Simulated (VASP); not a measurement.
Set up this calculation in VASP 6.6.1, as the native input.

```yaml
Task: single point
Functional: PBE
Potentials_or_basis: VASP PAW PBE potentials, release 64 (Ca_sv)
Cutoff: 520 eV
k_mesh: 9 × 9 × 9
Occupations: fermi-dirac, width 0.1 eV
Spin: no spin polarisation
Dipole_correction: no
Further_INCAR_settings: ALGO = Normal; EDIFF = 1e-06; NBANDS = 17
```

The structure of Ca lies in POSCAR:

```
Ca
1.0
    1.6293605353     -0.9407117437      5.3207332287
    0.0000000000      1.8814234874      5.3207332287
   -1.6293605353     -0.9407117437      5.3207332287
Ca
2
Direct
    0.2500000000      0.2500000000      0.2500000000
   -0.2500000000     -0.2500000000     -0.2500000000
```

One way to write it, as run:

INCAR

```
SYSTEM = Ca
PREC = Accurate
ENCUT = 520
EDIFF = 1E-6
ISMEAR = -1
SIGMA = 0.1
LREAL = .False.
LASPH = .True.
NELM = 60
ALGO = Normal
ISIF = 2
LWAVE = .False.
LCHARG = .False.
GGA = PE
NBANDS = 17
```

KPOINTS

```
Automatic mesh
0
Gamma
  9 9 9
  0 0 0
```

Potentials or basis: VASP PAW PBE potentials, release 64 (Ca_sv).

Launch:

```sh
$ cat potpaw_PBE.64/Ca_sv/POTCAR > POTCAR
$ mpirun -np 1 vasp_std > vasp.out
```

Results of the run:

```yaml
Pressure: 21.8 GPa
```

Run time: 100 s on 1 thread of Intel(R) Xeon(R) Platinum 8259CL CPU @ 2.50GHz (Skylake/Cascade Lake), on a shared host, peak memory 0.28 GiB.
